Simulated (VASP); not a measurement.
## KBr: single point with r2SCAN

Crystal: KBr.

```
K Br
1.0
     0.00000    3.29250    3.29250
     3.29250    0.00000    3.29250
     3.29250    3.29250    0.00000
K Br
1 1
Direct
  0.00000 0.00000 0.00000
  0.48658 0.50000 0.50000
```

This cell differs from its parent crystal: all Br atoms moved +0.062 Å, as atom 2 towards its neighbour atom 2 (Br) at 4.656 Å.

```
Program             : VASP 6.6.1
Task                : single point
Functional          : r2SCAN
Potentials or basis : VASP PAW PBE potentials, release 64 (K_sv, Br)
Cutoff              : 520 eV
k mesh              : 6 × 6 × 6
Occupations         : gaussian, width 0.05 eV
Spin                : no spin polarisation
```

The pressure is 0.2 GPa, the largest force is 0.087 eV/Å and the band gap on the k mesh is 5.10 eV.

Forces on the atoms (eV/Å):
```
K    0.000 -0.061 -0.061
Br   0.000  0.061  0.061
```

Levels at points of the mesh, in eV from the valence-band top:
```tsv
k point	band 5	band 6	band 7	band 8	band 9	band 10	band 11	band 12
(0.00, 0.00, 0.00)	-11.57	0.00	0.00	0.00	5.10	8.24	8.24	8.24
(0.50, 0.00, 0.00)	-11.32	-1.18	-0.33	-0.33	7.15	8.90	10.52	10.55
(0.00, 0.50, 0.00)	-11.32	-1.18	-0.33	-0.33	7.15	8.89	10.52	10.52
(0.50, 0.50, 0.00)	-11.61	-0.83	-0.29	-0.29	6.36	8.06	10.12	10.22
(0.00, 0.50, 0.50)	-11.61	-0.83	-0.29	-0.29	6.36	8.05	10.18	10.22
```

Run time: 81 s on 1 thread of Intel(R) Xeon(R) 6975P-C (Granite Rapids) (shared host), peak memory 0.24 GiB.

Caveat: the cell differs from its parent crystal (all Br atoms moved +0.062 Å, as atom 2 towards its neighbour atom 2 (Br) at 4.656 Å); the PAW data sets were made with another functional, which shifts forces and pressure a little.
